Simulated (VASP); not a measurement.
# HfC (P6_3/mmc) in VASP: notebook

The runs below take HfC through single point, with PBEsol+U.

Program: VASP 6.6.1. These are calculated values, not measurements. Logs are shortened: lines on timing, memory, paths and dates and some standing lists are left out, and cuts for length are marked.

## Step 1: The cell of the first run

Symmetry: P6_3/mmc, No. 194, hexagonal system. Conventional cell: a = 3.343 Å, b = 3.343 Å, c = 5.203 Å, α = 90.00°, β = 90.00°, γ = 120.00°. Hf (site symmetry -6m2) has 6 C at 2.33 Å within 3.1 Å. Within 3.1 Å of C (site symmetry -3m) lie 6 Hf at 2.33 Å and 2 C at 2.60 Å.

## Step 2: Single point, PBEsol+U

POSCAR reads:

```
HfC
1.0
    3.3428660531      0.0000000000      0.0000000000
   -1.6714330265      2.8950069234      0.0000000000
    0.0000000000      0.0000000000      5.2027140000
Hf C
2 2
Direct
    0.3333333333      0.6666666667      0.2500000000
    0.6666666667      0.3333333333      0.7500000000
    0.0000000000      0.0000000000      0.5000000000
    0.0000000000      0.0000000000      0.0000000000
```

INCAR.step1 reads:

```
PREC     = Accurate       # precision mode
ENCUT    = 520            # plane-wave cutoff, eV
EDIFF    = 1E-6           # SCF threshold, eV
ISMEAR   = -1             # smearing method
SIGMA    = 0.05           # smearing width, eV
LREAL    = False          # projectors in reciprocal space
LASPH    = True           # aspherical terms in the spheres
NELM     = 150            # most SCF steps
ALGO     = Normal         # electronic algorithm
ISIF     = 2              # what is computed and relaxed
LWAVE    = False          # write WAVECAR
LCHARG   = True           # write CHGCAR
LMAXMIX  = 4              # l up to which the mixer works
LDAU     = True           # DFT+U
LDAUTYPE = 2            
LDAUL    = 2 -1           # shell
LDAUU    = 1 0            # U, eV
LDAUJ    = 0 0          
LDAUPRINT= 1            
GGA      = PS             # functional
NBANDS   = 22             # bands
```

KPOINTS.step1 reads:

```
Automatic mesh
0
Gamma
  9 9 5
```

INCAR.step2 reads:

```
PREC     = Accurate       # precision mode
ENCUT    = 520            # plane-wave cutoff, eV
EDIFF    = 1E-6           # SCF threshold, eV
ISMEAR   = -5             # smearing method
SIGMA    = 0.05           # smearing width, eV
LREAL    = False          # projectors in reciprocal space
LASPH    = True           # aspherical terms in the spheres
NELM     = 150            # most SCF steps
ALGO     = Normal         # electronic algorithm
ISIF     = 2              # what is computed and relaxed
LWAVE    = False          # write WAVECAR
LCHARG   = False          # write CHGCAR
LMAXMIX  = 4              # l up to which the mixer works
LDAU     = True           # DFT+U
LDAUTYPE = 2            
LDAUL    = 2 -1           # shell
LDAUU    = 1 0            # U, eV
LDAUJ    = 0 0          
LDAUPRINT= 1            
GGA      = PS             # functional
LORBIT   = 11             # projections on sites
NEDOS    = 2001           # points of the DOS
ICHARG   = 11             # starting density
```

KPOINTS.step2 reads:

```
Automatic mesh
0
Gamma
  14 14 8
```

Potentials or basis: VASP PAW PBE potentials, release 64 (Hf_pv, C).

Started as:

```bash
cat potpaw_PBE.64/Hf_pv/POTCAR potpaw_PBE.64/C/POTCAR > POTCAR
cp INCAR.step1 INCAR
cp KPOINTS.step1 KPOINTS
mpirun -np 1 vasp_std > vasp.out
cp INCAR.step2 INCAR
cp KPOINTS.step2 KPOINTS
mpirun -np 1 vasp_std > vasp.out
```

OUTCAR:

```text
PREC = Accurate
   ENCUT = 520
   EDIFF = 1E-6
   ISMEAR = -5
   LREAL = False
   LASPH = True
   NELM = 150
   ISIF = 2
   GGA = PS
   LORBIT = 11
   ICHARG = 11

 ion  position               nearest neighbor table
   1  0.333  0.667  0.250-   3 2.33   4 2.33   3 2.33   4 2.33   3 2.33   4 2.33   2 3.24   2 3.24
                             2 3.24   2 3.24   2 3.24   2 3.24
   2  0.667  0.333  0.750-   3 2.33   4 2.33   3 2.33   4 2.33   3 2.33   4 2.33   1 3.24   1 3.24
                             1 3.24   1 3.24   1 3.24   1 3.24
   3  0.000  0.000  0.500-   1 2.33   2 2.33   1 2.33   2 2.33   2 2.33   1 2.33
   4  0.000  0.000  0.000-   1 2.33   2 2.33   1 2.33   2 2.33   2 2.33   1 2.33

  LATTYP: Found a hexagonal cell.
 ALAT       =     3.3428660531
 C/A-ratio  =     1.5563632875

  Lattice vectors:

 A1 = (   3.3428660531,   0.0000000000,   0.0000000000)
 A2 = (  -1.6714330265,   2.8950069234,   0.0000000000)
 A3 = (   0.0000000000,   0.0000000000,   5.2027140000)

Analysis of symmetry for initial positions (statically):
=====================================================================
 Subroutine PRICEL returns:
 Original cell was already a primitive cell.

 Routine SETGRP: Setting up the symmetry group for a
 hexagonal supercell.

 Subroutine GETGRP returns: Found 24 space group operations
 (whereof 12 operations were pure point group operations)
 out of a pool of 24 trial point group operations.

The static configuration has the point symmetry D_3d.
 The point group associated with its full space group is D_6h.

Analysis of symmetry for dynamics (positions and initial velocities):
=====================================================================
 Subroutine PRICEL returns:
 Original cell was already a primitive cell.

 Routine SETGRP: Setting up the symmetry group for a
 hexagonal supercell.

 Subroutine GETGRP returns: Found 24 space group operations
[... 207 lines left out ...]
  o =  0.1298  v =  0.0000 -0.0000  1.0000  0.0000  0.0000  0.0000  0.0000  0.0000  0.0000  0.0000      0.0000  0.0000  0.0000  0.0000  0.0000  0.0000  0.0000  0.0000  0.0000  0.0000
  o =  0.1298  v =  0.0000  0.0000  0.0000  0.0000  0.0000  0.0000 -0.0000  1.0000  0.0000  0.0000      0.0000  0.0000  0.0000  0.0000  0.0000  0.0000  0.0000  0.0000  0.0000  0.0000
  o =  0.1642  v =  0.0000  0.0000  0.0000  0.0000  0.0000 -0.0635  0.0000  0.0000  0.0000 -0.9980      0.0000  0.0000  0.0000  0.0000  0.0000  0.0000  0.0000  0.0000  0.0000  0.0000
  o =  0.1642  v = -0.0635  0.0000  0.0000  0.0000 -0.9980  0.0000  0.0000  0.0000  0.0000  0.0000      0.0000  0.0000  0.0000  0.0000  0.0000  0.0000  0.0000  0.0000  0.0000  0.0000
  o =  0.1642  v =  0.0000  0.0000  0.0000  0.0000  0.0000  0.9980  0.0000 -0.0000 -0.0000 -0.0635      0.0000  0.0000  0.0000  0.0000  0.0000  0.0000  0.0000  0.0000  0.0000  0.0000
  o =  0.1642  v =  0.9980  0.0000 -0.0000 -0.0000 -0.0635  0.0000  0.0000  0.0000  0.0000  0.0000      0.0000  0.0000  0.0000  0.0000  0.0000  0.0000  0.0000  0.0000  0.0000  0.0000
  o =  0.2028  v = -0.0000 -0.8813 -0.0000  0.4725 -0.0000  0.0000  0.0000  0.0000  0.0000  0.0000      0.0000  0.0000  0.0000  0.0000  0.0000  0.0000  0.0000  0.0000  0.0000  0.0000
  o =  0.2028  v =  0.0000  0.0000  0.0000  0.0000  0.0000 -0.0000 -0.8813 -0.0000  0.4725 -0.0000      0.0000  0.0000  0.0000  0.0000  0.0000  0.0000  0.0000  0.0000  0.0000  0.0000
  o =  0.2028  v =  0.0000  0.0000  0.0000  0.0000  0.0000  0.0000  0.4725 -0.0000  0.8813  0.0000      0.0000  0.0000  0.0000  0.0000  0.0000  0.0000  0.0000  0.0000  0.0000  0.0000
  o =  0.2028  v =  0.0000  0.4725 -0.0000  0.8813  0.0000  0.0000  0.0000  0.0000  0.0000  0.0000      0.0000  0.0000  0.0000  0.0000  0.0000  0.0000  0.0000  0.0000  0.0000  0.0000

 number of electron      28.0000002 magnetization

 Free energy of the ion-electron system (eV)
  ---------------------------------------------------
  ext. energy  EPLUGINS =         0.00000000
  ---------------------------------------------------
  free energy    TOTEN  =       -42.17502868 eV

  energy without entropy =      -42.17502868  energy(sigma->0) =      -42.17502868

 E-fermi :   6.5549     XC(G=0): -12.4146

 val. band max:        6.6254961415   @ k =   0.3571   0.2857   0.1250
 cond. band min:       6.5408911963   @ k =   0.2857   0.2143   0.2500
 fundamental gap:     -0.0846049452
 Fermi energy:         6.5548777966

 k-point     1 :       0.0000    0.0000    0.0000
  band No.  band energies     occupation
      1     -24.3831      2.00000
      2     -23.8144      2.00000
      3     -23.8144      2.00000
      4     -23.7241      2.00000
      5     -23.7241      2.00000
      6     -23.6420      2.00000
[... 481 lines left out ...]
      5     -23.9524      2.00000
      6     -23.8982      2.00000
[... 10 lines left out ...]
     17      11.2626      0.00000
     18      11.6402      0.00000

 [... further k-points ...]

------------------------ aborting loop because EDIFF is reached ----------------------------------------

  FORCE on cell =-STRESS in cart. coord.  units (eV):
  Direction    XX          YY          ZZ          XY          YZ          ZX
  --------------------------------------------------------------------------------------
  -------------------------------------------------------------------------------------
  Total       -1.6921423     -1.6921423     -0.9848469     -0.0000000     -0.0000000      0.0000000
  in kB      -53.8454400    -53.8454400    -31.3386851     -0.0000000     -0.0000000      0.0000000
  external PRESSURE =     -46.3431884 kB  Pullay stress =       0.0000000 kB

 VOLUME and BASIS-vectors are now :
 -----------------------------------------------------------------------------
  energy-cutoff  :      520.00
  volume of cell :       50.35
      direct lattice vectors                 reciprocal lattice vectors
     3.342866053  0.000000000  0.000000000     0.299144502  0.172711159  0.000000000
    -1.671433026  2.895006923  0.000000000     0.000000000  0.345422317  0.000000000
     0.000000000  0.000000000  5.202714000     0.000000000  0.000000000  0.192207375

 POSITION                                       TOTAL-FORCE (eV/Angst)
 -----------------------------------------------------------------------------------
     -0.00000      1.93000      1.30068         0.000000     -0.000000      0.000000
      1.67143      0.96500      3.90204        -0.000000      0.000000      0.000000
      0.00000      0.00000      2.60136        -0.000000      0.000000     -0.000000
      0.00000      0.00000      0.00000         0.000000      0.000000     -0.000000
 -----------------------------------------------------------------------------------
    total drift:                               -0.000000      0.000000     -0.000000

  FREE ENERGIE OF THE ION-ELECTRON SYSTEM (eV)
  ---------------------------------------------------
  free  energy   TOTEN  =       -42.1750286818 eV

  energy  without entropy=      -42.1750286818  energy(sigma->0) =      -42.17502868

 total charge

# of ion       s       p       d       tot
------------------------------------------
    1        0.315   6.602   1.687   8.604
    2        0.315   6.602   1.687   8.604
    3        0.873   1.474   0.000   2.347
    4        0.873   1.474   0.000   2.347
--------------------------------------------------
tot          2.375  16.152   3.373  21.901
```

OSZICAR.step1:

```text
N       E                     dE             d eps       ncg     rms          rms(c)
DAV:   1     0.868600663466E+02    0.86860E+02   -0.15465E+04  1584   0.125E+03
DAV:   2    -0.427306378193E+02   -0.12959E+03   -0.12407E+03  2084   0.286E+02
DAV:   3    -0.479170180812E+02   -0.51864E+01   -0.51370E+01  2046   0.415E+01
DAV:   4    -0.479693255500E+02   -0.52307E-01   -0.52246E-01  1988   0.463E+00
DAV:   5    -0.479698436677E+02   -0.51812E-03   -0.51804E-03  2122   0.406E-01    0.780E+01
DAV:   6    -0.424877935842E+02    0.54821E+01   -0.42725E+01  1874   0.229E+01    0.574E+01
DAV:   7    -0.422301357366E+02    0.25766E+00   -0.31408E+00  1826   0.814E+00    0.268E+01
DAV:   8    -0.421802205407E+02    0.49915E-01   -0.21576E-01  1992   0.278E+00    0.506E+00
DAV:   9    -0.421641747479E+02    0.16046E-01   -0.16521E-01  1860   0.156E+00    0.382E+00
DAV:  10    -0.421609437528E+02    0.32310E-02   -0.10849E-02  2014   0.560E-01    0.252E-01
DAV:  11    -0.421606000577E+02    0.34370E-03   -0.19758E-03  1946   0.203E-01    0.235E-01
DAV:  12    -0.421605975303E+02    0.25273E-05   -0.47622E-05  2142   0.353E-02    0.456E-02
DAV:  13    -0.421605978767E+02   -0.34640E-06   -0.35217E-06  1724   0.748E-03
   1 F= -.42160598E+02 E0= -.42158323E+02  d E =-.455000E-02
```

It took 46 s on 1 thread of Intel Xeon 6975P-C (Granite Rapids), shared host; peak memory 0.23 GiB.

What came out:

* Valence electrons inside the program's atomic spheres: Hf 8.60; C 2.35

Levels at points of the mesh, in eV from the Fermi level:
| k point | band 10 | band 11 | band 12 | band 13 | band 14 | band 15 | band 16 | band 17 | band 18 |
| --- | --- | --- | --- | --- | --- | --- | --- | --- | --- |
| (0.00, 0.00, 0.00) | -3.24 | -3.24 | -1.37 | -1.37 | 0.90 | 1.34 | 1.34 | 1.79 | 1.86 |
| (0.50, 0.00, 0.00) | -4.27 | -3.62 | -3.49 | -1.97 | -1.33 | 1.28 | 4.15 | 4.54 | 4.74 |
| (0.00, 0.00, 0.50) | -3.25 | -2.80 | -2.80 | -2.80 | -2.80 | 3.88 | 3.88 | 3.89 | 3.91 |
| (0.50, 0.00, 0.50) | -4.66 | -3.16 | -3.16 | -2.56 | -2.56 | 1.09 | 1.09 | 4.62 | 4.65 |

Eigenvalues of the final occupation matrices:
```
    site  spin  trace               eigenvalues
site 1 d     1   0.86  0.13 0.16 0.16 0.20 0.20
site 1 d     2   0.86  0.13 0.16 0.16 0.20 0.20
site 2 d     1   0.86  0.13 0.16 0.16 0.20 0.20
site 2 d     2   0.86  0.13 0.16 0.16 0.20 0.20
```

Caveat: the PAW data sets were made with another functional, which shifts forces and pressure a little; spin-orbit coupling is left out, which moves the levels of the heavy elements; U without spin polarisation on a metal has little footing; the U is typed as a test and isn't derived for this compound.

## Step 3: Single point, PBEsol+U

POSCAR is that of step 2.

INCAR.step1 reads:

```
  PREC = Accurate
  ENCUT = 520
  EDIFF = 1E-6
  ISMEAR = -1
  SIGMA = 0.05
  LREAL = False
  LASPH = True
  NELM = 150
  ALGO = Normal
  ISIF = 2
  LWAVE = False
  LCHARG = True
  LMAXMIX = 4
  LDAU = True
  LDAUTYPE = 2
  LDAUL = 2 -1
  LDAUU = 2 0
  LDAUJ = 0 0
  LDAUPRINT = 1
  GGA = PS
  NBANDS = 22
```

KPOINTS.step1 reads:

```
regular mesh
0
Gamma
  9 9 5
```

INCAR.step2 reads:

```
  PREC = Accurate
  ENCUT = 520
  EDIFF = 1E-6
  ISMEAR = -5
  SIGMA = 0.05
  LREAL = False
  LASPH = True
  NELM = 150
  ALGO = Normal
  ISIF = 2
  LWAVE = False
  LCHARG = False
  LMAXMIX = 4
  LDAU = True
  LDAUTYPE = 2
  LDAUL = 2 -1
  LDAUU = 2 0
  LDAUJ = 0 0
  LDAUPRINT = 1
  GGA = PS
  LORBIT = 11
  NBANDS = 22
  NEDOS = 2001
  ICHARG = 11
```

KPOINTS.step2 reads:

```
regular mesh
0
Gamma
  14 14 8
```

Potentials or basis: VASP PAW PBE potentials, release 64 (Hf_pv, C).

Started as:

```bash
cat potpaw_PBE.64/Hf_pv/POTCAR potpaw_PBE.64/C/POTCAR > POTCAR
cp INCAR.step1 INCAR
cp KPOINTS.step1 KPOINTS
mpirun -np 1 vasp_std > vasp.out
cp INCAR.step2 INCAR
cp KPOINTS.step2 KPOINTS
mpirun -np 1 vasp_std > vasp.out
```

It took 50 s on 1 thread of Intel Xeon 6975P-C (Granite Rapids), shared host; peak memory 0.25 GiB.

Results (log left out):

* Valence electrons inside the program's atomic spheres: Hf 8.58; C 2.35

Levels at points of the mesh, in eV from the Fermi level:
```
           k point  band 10  band 11  band 12  band 13  band 14  band 15  band 16  band 17  band 18  band 19
(0.00, 0.00, 0.00)    -3.25    -3.25    -1.41    -1.41     0.95     1.40     1.40     1.83     1.83     2.04
(0.50, 0.00, 0.00)    -4.35    -3.63    -3.55    -1.98    -1.42     1.23     4.13     4.51     4.82     5.53
(0.00, 0.00, 0.50)    -3.29    -2.81    -2.81    -2.81    -2.81     3.89     3.89     3.94     3.94     3.94
(0.50, 0.00, 0.50)    -4.77    -3.16    -3.16    -2.60    -2.60     1.03     1.03     4.70     4.70     5.26
```

Eigenvalues of the final occupation matrices:
```tsv
site	spin	trace	eigenvalues
site 1 d	1	0.84	0.13 0.16 0.16 0.20 0.20
site 1 d	2	0.84	0.13 0.16 0.16 0.20 0.20
site 2 d	1	0.84	0.13 0.16 0.16 0.20 0.20
site 2 d	2	0.84	0.13 0.16 0.16 0.20 0.20
```

Caveat: the PAW data sets were made with another functional, which shifts forces and pressure a little; spin-orbit coupling is left out, which moves the levels of the heavy elements; U without spin polarisation on a metal has little footing; the U is typed as a test and isn't derived for this compound.
